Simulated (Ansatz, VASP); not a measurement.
PbF2: VASP beside Ansatz

File POSCAR:

```
PbF2
1.0
   -0.0291603231      2.9604388914      2.9604388914
    2.9604388914     -0.0291603231      2.9604388914
    2.9312785683      2.9312785683      0.0000000000
Pb F
1 2
Direct
    0.0000000000      0.0000000000      0.0000000000
    0.2521319600      0.2521319600      0.2478680400
    0.7478680400      0.7478680400      0.7521319600
```

Contents of INCAR.step1:

```
SYSTEM = PbF2
PREC = Accurate
ENCUT = 520
ISMEAR = 0
SIGMA = 0.01
LREAL = .False.
LASPH = .True.
NELM = 80
NBANDS = 21
GGA = PE
ALGO = Normal
EDIFF = 1E-4
LWAVE = .True.
LCHARG = .False.
```

The input INCAR.step2:

```
SYSTEM = PbF2
PREC = Accurate
ENCUT = 520
EDIFF = 1E-6
ISMEAR = 0
SIGMA = 0.01
LREAL = .False.
LASPH = .True.
NELM = 80
ALGO = Normal
ISIF = 2
LWAVE = .False.
LCHARG = .True.
METAGGA = R2SCAN
LMIXTAU = .True.
LELF = .True.
LVHAR = .True.
NBANDS = 21
ISTART = 1
```

The input KPOINTS:

```
regular mesh
0
Gamma
  8 8 8
  0 0 0
```

Input for Ansatz:

```yaml
crystal:
  lattice:
    - [-0.0291603231, 2.9604388914, 2.9604388914]
    - [2.9604388914, -0.0291603231, 2.9604388914]
    - [2.9312785683, 2.9312785683, 0.0]
  atoms:
    - { symbol: Pb, position: [0.0, 0.0, 0.0] }
    - { symbol: F, position: [0.25213196, 0.25213196, 0.24786804] }
    - { symbol: F, position: [0.74786804, 0.74786804, 0.75213196] }
kpoints:
  mp_grid: { grid: [8, 8, 8] }
  band_path:
    path:
      - [0.0, 0.0, 0.0]
      - [0.5, 0.0, 0.5]
      - [0.625, 0.25, 0.625]
      - [0.375, 0.375, 0.75]
      - [0.5, 0.5, 0.5]
      - [0.5, 0.25, 0.75]
      - [0.25, 0.489583, -0.260417]
      - [0.0, 0.5, 0.5]
    npoints: 1
hamiltonian:
  xc: r2scan
scf:
  occupations: { method: fixed }
  n_extra_bands: 4
output:
  forces: true
  stress: true
  eigenvalues: true
```

Change from the starting cell: shear_xy strain -2.0%.

Alike in both runs: task single point; functional r2SCAN; k mesh 8 × 8 × 8; no spin polarisation.

|  | VASP | Ansatz |
| --- | --- | --- |
| version | VASP 6.6.1 | Ansatz 0.2.0 |
| potentials or method | VASP PAW PBE potentials, release 64 (Pb_d, F) | plane waves, PAW |
| plane-wave cutoff (eV) | 520 | 500 |
| occupations | gaussian, width 0.01 eV | fixed |
| valence electrons in the cell | 28 | 28 |

```tsv
	VASP	Ansatz	Ansatz less VASP
gap on the k mesh at the Fermi level (eV)	4.93	4.93	-0.001
pressure (GPa)	-0.1	0.0	+0.08
traceless stress, the component that is largest in VASP (GPa)	0.47	0.45	-0.012
```

VASP's potentials were made for PBE, not for r2SCAN.

Neither program's run includes spin-orbit coupling.
